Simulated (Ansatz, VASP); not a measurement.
# Two plane-wave programs on Ag3Ge5Se8

```
Ge Se Ag
1.0
    -4.73837    4.73837    0.00000
    -4.73837    0.00000    4.73837
     0.00000    4.73837    4.73837
Ge Se Ag
5 8 3
Cartesian
  -7.1038 4.7390 2.3815
  -4.7288 7.0940 2.4093
  -4.7492 7.0997 7.1003
  -7.1052 7.0875 4.7474
  -4.7230 4.7461 4.7392
  -7.1190 7.1147 7.0957
  -4.7584 4.7385 7.1003
  -4.7638 7.1113 4.7233
  -7.1204 4.7447 4.7437
  -2.4159 4.7182 4.7800
  -4.7203 2.3766 4.7208
  -4.7451 4.7736 2.3788
  -2.4072 2.3777 2.3242
  -4.7244 4.7460 9.4501
  -2.3632 7.0930 4.7376
  -7.1109 4.7447 7.0999
```

Alike in both runs: task relaxation of cell and atoms; functional PBE; k mesh 3 × 3 × 3; occupations gaussian, width 0.1 eV; no spin polarisation.

|  | VASP | Ansatz |
| --- | --- | --- |
| version | VASP 6.6.1 | Ansatz 0.2.0 |
| potentials or method | VASP PAW PBE potentials, release 64 (Ge_d, Se, Ag), cutoff 600 eV | scalar-relativistic, plane waves, PAW |
| valence electrons in the cell | 151 | 255 |

Ansatz gave:

- gap on the k mesh at the Fermi level, each at its own relaxed structure (eV): none
- relaxed volume (Å³/atom): 21.84
- relaxed length of the cell vector where the two differ most in proportion (Å): 7.897

Which values does VASP return?

gap on the k mesh at the Fermi level, each at its own relaxed structure (eV): none; relaxed volume (Å³/atom): 21.63; relaxed length of the cell vector where the two differ most in proportion (Å): 7.860.

A gap of «none» marks a metal or a gap that the smearing closes. VASP's potentials hold 151 valence electrons a cell and Ansatz's 255, so a difference there can come from the potentials and not from the codes.

The k mesh is coarse, so the values compare programs but aren't converged. Noted on VASP's run: the volume moved by over 15 % at a fixed basis, so the end points are rough.
